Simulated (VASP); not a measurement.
Set up this calculation in VASP 6.6.1, as the native input.

- Task: relaxation of cell and atoms
- Functional: PBEsol
- Potentials or basis: VASP PAW PBE potentials, release 64 (Si)
- Cutoff: 600 eV
- k mesh: 8 × 8 × 4
- Occupations: fermi-dirac, width 0.05 eV
- Spin: no spin polarisation
- Target pressure: 10 GPa
- Dipole correction: no
- Further INCAR settings: ALGO = Normal; EDIFF = 1e-06; IBRION = 2; EDIFFG = -0.02; NSW = 80; ISIF = 3

The structure of Si lies in POSCAR:

```
Si
1.0
    3.8313174605      0.0000000000      0.0000000000
   -1.9156587303      3.3180182508      0.0000000000
    0.0000000000      0.0000000000      6.3326220002
Si
4
Direct
    0.6666666667      0.3333333333      0.9369905000
    0.3333333333      0.6666666667      0.4369905000
    0.6666666667      0.3333333333      0.5630095000
    0.3333333333      0.6666666667      0.0630095000
```

The input as run:

INCAR

```
  ALGO = Normal
  EDIFF = 1E-6
  EDIFFG = -0.02
  ENCUT = 600
  GGA = PS
  IBRION = 2
  ISIF = 3
  ISMEAR = -1
  LASPH = T
  LCHARG = F
  LREAL = F
  LWAVE = F
  NELM = 60
  NSW = 80
  PREC = Accurate
  PSTRESS = 100.0
  SIGMA = 0.05
```

KPOINTS

```
k-points
0
Gamma
  8 8 4
```

Potentials or basis: VASP PAW PBE potentials, release 64 (Si).

The run is started by

```bash
$ cat potpaw_PBE.64/Si/POTCAR > POTCAR
$ mpirun -np 1 vasp_std > vasp.out
```

Results of the run:

```yaml
Relaxed_volume: 18.36 Å³/atom
Relaxed_cell: a = 3.716 Å, b = 3.716 Å, c = 6.142 Å, α = 90.00°, β = 90.00°, γ = 120.00°
Space_group_after_relaxing_to_0.05_Å: P6_3/mmc (No. 194)
Energy_change_on_relaxing_the_enthalpy_is_what_falls: +48.7 meV/atom
Ionic_steps: 7
Pressure_after_relaxing: 9.9 GPa
Largest_force_after_relaxing: 0.010 eV/Å
Band_gap_on_the_k_mesh: 0.08 eV, indirect (least direct gap 1.19 eV)
```

Caveat: the cell is relaxed towards a set pressure, so the enthalpy falls and the energy may rise; the PAW data sets were made with another functional, which shifts forces and pressure a little.

Wall time 76 s on 1 thread of AMD EPYC 9R14 (Zen 4), on a shared host, peak memory 0.2 GiB.
